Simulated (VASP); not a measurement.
Wanted: the native input for a VASP 6.6.1 run.

* Task: single point
* Functional: PBE
* Potentials or basis: VASP PAW PBE potentials, release 64 (Hg)
* Cutoff: 520 eV
* k mesh: 8 × 8 × 8
* Occupations: gaussian, width 0.05 eV
* Spin: no spin polarisation
* Dipole correction: no
* Further INCAR settings: ALGO = Normal; EDIFF = 1e-07; NBANDS = 12

The structure of Hg lies in POSCAR:

```
Hg
1.0
    1.9381153077      1.1189713946      2.1818356421
   -1.9381153077      1.1189713946      2.1818356421
    0.0000000000     -2.2379427892      2.1818356421
Hg
1
Direct
    0.0000000000      0.0000000000      0.0000000000
```

The input as run:

INCAR

```
PREC     = Accurate       # precision mode
ENCUT    = 520            # plane-wave cutoff, eV
EDIFF    = 1E-7           # SCF threshold, eV
ISMEAR   = 0              # smearing method
SIGMA    = 0.05           # smearing width, eV
LREAL    = F              # projectors in reciprocal space
LASPH    = T              # aspherical terms in the spheres
NELM     = 80             # most SCF steps
ALGO     = Normal         # electronic algorithm
ISIF     = 2              # what is computed and relaxed
LWAVE    = F              # write WAVECAR
LCHARG   = F              # write CHGCAR
GGA      = PE             # functional
NBANDS   = 12             # bands
```

KPOINTS

```
regular mesh
0
Gamma
  8 8 8
```

Potentials or basis: VASP PAW PBE potentials, release 64 (Hg).

Command:

```console
$ cat potpaw_PBE.64/Hg/POTCAR > POTCAR
$ mpirun -np 1 vasp_std > vasp.out
```

It gave:

```
Pressure               : 0.2 GPa
Band gap on the k mesh : zero (band 6 reaches 2.84 eV, above the bottom of band 7 at 0.19 eV)
```

Caveat: spin-orbit coupling is left out, which moves the levels of the heavy elements.

It took 8.5 s on 1 thread of Intel(R) Xeon(R) Platinum 8259CL CPU @ 2.50GHz (Skylake/Cascade Lake), on a shared host, peak memory 0.15 GiB.
